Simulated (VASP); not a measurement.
# W (Pm-3m) in VASP: single point with PBE

Aim: the single point of W with PBE.

All numbers are computed with VASP 6.6.1; they aren't measurements. Logs are shortened: lines on timing, memory, paths and dates and some standing lists are left out, and cuts for length are marked.

### 1 The cell of the first run

It takes space group Pm-3m (No. 221, cubic). The conventional cell has a = 2.536 Å, b = 2.536 Å, c = 2.536 Å, α = 90.00°, β = 90.00°, γ = 90.00°. W (site symmetry m-3m) has 6 W at 2.54 Å within 3.3 Å.

This isn't the form of W at room conditions, which is bcc.

### 2 Single point, PBE

Contents of INCAR:

```
PREC = Accurate
ENCUT = 520
EDIFF = 1E-6
ISMEAR = -1
SIGMA = 0.4
LREAL = False
LASPH = True
NELM = 80
ALGO = Normal
ISIF = 2
LWAVE = False
LCHARG = False
GGA = PE
NBANDS = 13
```

Contents of KPOINTS:

```
regular mesh
0
Gamma
  24 24 24
```

Contents of POSCAR:

```
W
1.0
   -0.8451852334      1.6903704669      1.6903704669
    1.6903704669     -0.8451852334      1.6903704669
    1.6903704669      1.6903704669     -0.8451852334
W
1
Direct
    0.0000000000      0.0000000000      0.0000000000
```

Potentials or basis: VASP PAW PBE potentials, release 64 (W_sv).

Launch:

```
$ cat potpaw_PBE.64/W_sv/POTCAR > POTCAR
$ mpirun -np 1 vasp_std > vasp.out
```

OUTCAR:

```text
PREC = Accurate
   ENCUT = 520
   EDIFF = 1E-6
   ISMEAR = -1
   LREAL = False
   LASPH = True
   NELM = 80
   ISIF = 2
   GGA = PE

 ion  position               nearest neighbor table
   1  0.000  0.000  0.000-

  LATTYP: Found a simple cubic cell.
 ALAT       =     2.5355557003

  Lattice vectors:

 A1 = (  -0.8451852334,   1.6903704669,   1.6903704669)
 A2 = (   1.6903704669,  -0.8451852334,   1.6903704669)
 A3 = (   1.6903704669,   1.6903704669,  -0.8451852334)

Analysis of symmetry for initial positions (statically):
=====================================================================
 Subroutine PRICEL returns:
 Original cell was already a primitive cell.

 Routine SETGRP: Setting up the symmetry group for a
 simple cubic supercell.

 Subroutine GETGRP returns: Found 48 space group operations
 (whereof 48 operations were pure point group operations)
 out of a pool of 48 trial point group operations.

The static configuration has the point symmetry O_h .

Analysis of symmetry for dynamics (positions and initial velocities):
=====================================================================
 Subroutine PRICEL returns:
 Original cell was already a primitive cell.

 Routine SETGRP: Setting up the symmetry group for a
 simple cubic supercell.

 Subroutine GETGRP returns: Found 48 space group operations
 (whereof 48 operations were pure point group operations)
 out of a pool of 48 trial point group operations.

The dynamic configuration has the point symmetry O_h .

 Subroutine INISYM returns: Found 48 space group operations
 (whereof 48 operations are pure point group operations),
 and found     1 'primitive' translations

----------------------------------------------------------------------------------------

                                     Primitive cell

  volume of cell :      16.3012

  direct lattice vectors                    reciprocal lattice vectors
    -0.845185233  1.690370467  1.690370467    -0.131463621  0.262927242  0.262927242
     1.690370467 -0.845185233  1.690370467     0.262927242 -0.131463621  0.262927242
     1.690370467  1.690370467 -0.845185233     0.262927242  0.262927242 -0.131463621

  length of vectors
     2.535555700  2.535555700  2.535555700     0.394390863  0.394390863  0.394390863

[... 81 lines left out ...]
   NSW    =      0    number of steps for IOM
   IBRION =     -1    ionic relax: 0-MD 1-quasi-New 2-CG
   NFREE  =      0    steps in history (QN), initial steepest desc. (CG)
   ISIF   =      2    stress and relaxation
   ISYM   =      2    0-nonsym 1-usesym 2-fastsym
   POTIM  = 0.5000    time-step for ionic-motion
   TEBEG  =    0.0;   TEEND  =   0.0 temperature during run
   PSTRESS=    0.0 pullay stress
   NELECT =      14.0000    total number of electrons
   NUPDOWN=      -1.0000    fix difference up-down
   EMIN   =  10.00;   EMAX   =-10.00  energy-range for DOS
   EFERMI =   0.00;   METHOD = LEGACY
   ISMEAR =    -1;   SIGMA  =   0.40  broadening in eV -4-tet -1-fermi 0-gaus
   EFERMI_NEDOS =   21; number of points for ismear=-14 and -15
   IALGO  =     38    algorithm
   IMIX   =      4    mixing-type and parameters
     AMIX     =   0.40;   BMIX     =  1.00
     AMIX_MAG =   1.60;   BMIX_MAG =  1.00
  volume/ion in A,a.u.               =      16.30       110.01
  Fermi-wavevector in a.u.,A,eV,Ry     =   1.556125  2.940649 32.946829  2.421524
  Thomas-Fermi vector in A             =   2.659966
   LORBIT       =      0    0 simple, 1 ext, 2 COOP (PROOUT), +10 PAW based schemes
   GGA     = PE    functional components
   LHFCALC =     F    Hartree Fock is set to
   AEXX    =    0.0000 exact exchange contribution
   IVDW    =     0    specifies the selected vdW correction
   LEPSILON=     F    determine dielectric tensor
   LRPA    =     F    only Hartree local field effects (RPA)
 non-spin polarized calculation
  energy-cutoff  :      520.00
  volume of cell :       16.30
 maximum number of plane-waves:       461
 NGX is ok and might be reduce to    20
   NGX =  9   NGY =  9   NGZ =  9

 number of electron      13.9999997 magnetization

 Free energy of the ion-electron system (eV)
  ---------------------------------------------------
  ext. energy  EPLUGINS =         0.00000000
  ---------------------------------------------------
  free energy    TOTEN  =       -11.51453196 eV

  energy without entropy =      -11.10472970  energy(sigma->0) =      -11.30963083

 E-fermi :  10.8777     XC(G=0): -13.3295

 val. band max:       10.8707361376   @ k =   0.4583   0.4167   0.2083
 cond. band min:      10.8789399843   @ k =   0.4167   0.3333   0.1250
 fundamental gap:      0.0082038467
 Fermi energy:        10.8776601261

 k-point     1 :       0.0000    0.0000    0.0000
  band No.  band energies     occupation
      1     -63.0727      2.00000
      2     -26.4929      2.00000
      3     -26.4929      2.00000
      4     -26.4929      2.00000
      5       1.7716      2.00000
      6       5.9540      1.99999
      7       5.9540      1.99999
      8      16.4553      0.00000
      9      16.4553      0.00000
     10      16.4553      0.00000
     11      26.6410      0.00000
     12      26.6410      0.00000
     13      26.6410      0.00000
[... 354 lines left out ...]
  band No.  band energies     occupation
      1     -62.9184      2.00000
      2     -28.2604      2.00000
      3     -26.3600      2.00000
      4     -26.3251      2.00000
      5       5.5286      2.00000
      6       7.1266      1.99983
      7       9.9377      1.82584
      8      12.0084      0.11177
      9      12.2307      0.06569
     10      16.8407      0.00000
     11      21.5044      0.00000
     12      25.2527      0.00000
     13      30.8429      0.00000

 [... further k-points ...]

------------------------ aborting loop because EDIFF is reached ----------------------------------------

  FORCE on cell =-STRESS in cart. coord.  units (eV):
  Direction    XX          YY          ZZ          XY          YZ          ZX
  --------------------------------------------------------------------------------------
  -------------------------------------------------------------------------------------
  Total        3.6314827      3.6314827      3.6314827      0.0000000      0.0000000      0.0000000
  in kB      356.9234646    356.9234646    356.9234646      0.0000000      0.0000000      0.0000000
  external PRESSURE =     356.9234646 kB  Pullay stress =       0.0000000 kB

 VOLUME and BASIS-vectors are now :
 -----------------------------------------------------------------------------
  energy-cutoff  :      520.00
  volume of cell :       16.30
      direct lattice vectors                 reciprocal lattice vectors
    -0.845185233  1.690370467  1.690370467    -0.131463621  0.262927242  0.262927242
     1.690370467 -0.845185233  1.690370467     0.262927242 -0.131463621  0.262927242
     1.690370467  1.690370467 -0.845185233     0.262927242  0.262927242 -0.131463621

 POSITION                                       TOTAL-FORCE (eV/Angst)
 -----------------------------------------------------------------------------------
      0.00000      0.00000      0.00000         0.000000      0.000000     -0.000000
 -----------------------------------------------------------------------------------
    total drift:                                0.000000      0.000000      0.000000

  FREE ENERGIE OF THE ION-ELECTRON SYSTEM (eV)
  ---------------------------------------------------
  free  energy   TOTEN  =       -11.5145319622 eV

  energy  without entropy=      -11.1047296984  energy(sigma->0) =      -11.30963083
```

Run time: 34 s. Hardware: 1 thread of Intel Xeon Platinum 8488C (Sapphire Rapids), shared host; peak memory 0.2 GiB.

What came out:

| Quantity | Value |
| --- | --- |
| Free energy | -11.5145 eV |
| Pressure | 35.7 GPa |
| Band gap on the k mesh | zero (bands 7 and 8 overlap by 3.36 eV) |

Caveat: the cell stands under pressure; so wide a smearing shifts energies and pressures; spin-orbit coupling is left out, which moves the levels of the heavy elements.
